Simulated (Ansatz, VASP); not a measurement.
# SnSe: VASP beside Ansatz

INCAR

```
SYSTEM = SnSe
PREC = Accurate
ENCUT = 520
EDIFF = 1E-6
ISMEAR = -1
SIGMA = 0.08
LREAL = .FALSE.
LASPH = .TRUE.
NELM = 80
ALGO = Normal
ISIF = 2
LWAVE = .FALSE.
LCHARG = .FALSE.
NBANDS = 17
```

File KPOINTS:

```
regular mesh
0
G
  11 11 11
  0 0 0
```

The input POSCAR:

```
SnSe
1.0
    0.0000000000      2.6951260308      2.6951260308
    2.6951260308      0.0000000000      2.6951260308
    2.6951260308      2.6951260308      0.0000000000
Sn Se
1 1
Direct
    0.0000000000      0.0000000000      0.0000000000
    0.2500000000      0.2500000000      0.2500000000
```

Input for Ansatz:

```yaml
crystal:
  lattice:
    - [0.0, 2.6951260308, 2.6951260308]
    - [2.6951260308, 0.0, 2.6951260308]
    - [2.6951260308, 2.6951260308, 0.0]
  atoms:
    - { symbol: Sn, position: [0.0, 0.0, 0.0] }
    - { symbol: Se, position: [0.25, 0.25, 0.25] }
kpoints:
  mp_grid: { grid: [11, 11, 11] }
  band_path:
    path:
      - [0.0, 0.0, 0.0]
      - [-0.5, -0.5, 0.0]
      - [-0.375, -0.375, 0.25]
      - [-0.375, 0.0, 0.375]
      - [0.0, 0.0, 0.0]
      - [0.0, 0.0, 0.5]
      - [-0.5, -0.25, 0.25]
      - [-0.5, -0.5, 0.0]
    npoints: 8
scf:
  occupations: { method: fermi_dirac, width: 0.08 }
hamiltonian:
  xc: lda
  pseudopotentials: { kind: paw }
output:
  forces: true
  stress: true
  eigenvalues: true
  populations: true
  dos: { projected: true, de: 0.2, e_range: [-14, 8] }
  write_density: true
  write_potential: true
  elf: true
  volumetric_format: npy
```

Change from the starting cell: volume scaled by 0.55, PAW files.

Alike in both runs: task single point; functional LDA; k mesh 11 × 11 × 11; occupations fermi-dirac, width 0.08 eV; no spin polarisation.

```csv
,VASP,Ansatz
version,VASP 6.6.1,Ansatz 0.2.0
potentials or method,"VASP PAW LDA potentials, release 64 (Sn_d, Se)","PAW with Ansatz's default frozen-core files, scalar-relativistic"
plane-wave cutoff (eV),520,420
valence electrons in the cell,20,30
```

|  | VASP | Ansatz | Ansatz less VASP |
| --- | --- | --- | --- |
| pressure (GPa) | 67.2 | 66.8 | -0.39 |

LDA's correlation is that of Perdew and Zunger in VASP and of Perdew and Wang (1992) in Ansatz. Both programs put the cell under a high pressure, so it lies far from rest at this level. VASP's potentials hold 20 valence electrons a cell and Ansatz's 30, so a difference there can come from the potentials and not from the codes.

Noted on VASP's run: the cell as given lies far from equilibrium.
